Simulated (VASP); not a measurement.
Crystal: TiTe2.

```
Te Ti
1.0
     3.75165    0.00000    0.00000
    -1.87583    3.24902    0.00000
     0.00000    0.00000    6.45439
Te Ti
2 1
Direct
  0.33333 0.66667 0.73720
  0.66667 0.33333 0.26280
  0.00000 0.00000 0.00000
```

This cell differs from its parent crystal: volume scaled by 0.98.

Base run:

* Program: VASP 6.6.1
* Functional: PBE
* Potentials or basis: VASP PAW PBE potentials, release 64 (Te, Ti_sv)
* Cutoff: 520 eV
* k mesh: 8 × 8 × 4
* Occupations: fermi-dirac, width 0.05 eV
* Spin: no spin polarisation

Its results: band gap on the k mesh zero (band 12 reaches 7.46 eV, above the bottom of band 13 at 6.76 eV); pressure 2.3 GPa; largest force 0.198 eV/Å.

Problem. The run is repeated on the same cell with these changes: functional from PBE to LDA; potentials or basis from VASP PAW PBE potentials, release 64 (Te, Ti_sv) to VASP PAW LDA potentials, release 64 (Te, Ti_sv). What comes out?

Solution. Band gap on the k mesh zero (band 12 reaches 7.26 eV, above the bottom of band 13 at 6.56 eV); pressure -2.8 GPa; largest force 0.115 eV/Å.

Caveats: spin-orbit coupling is left out, which moves the levels of the heavy elements; this functional lacks dispersion, which binds the layers, so the pressure and a relaxed spacing across them are unreliable (some runs).
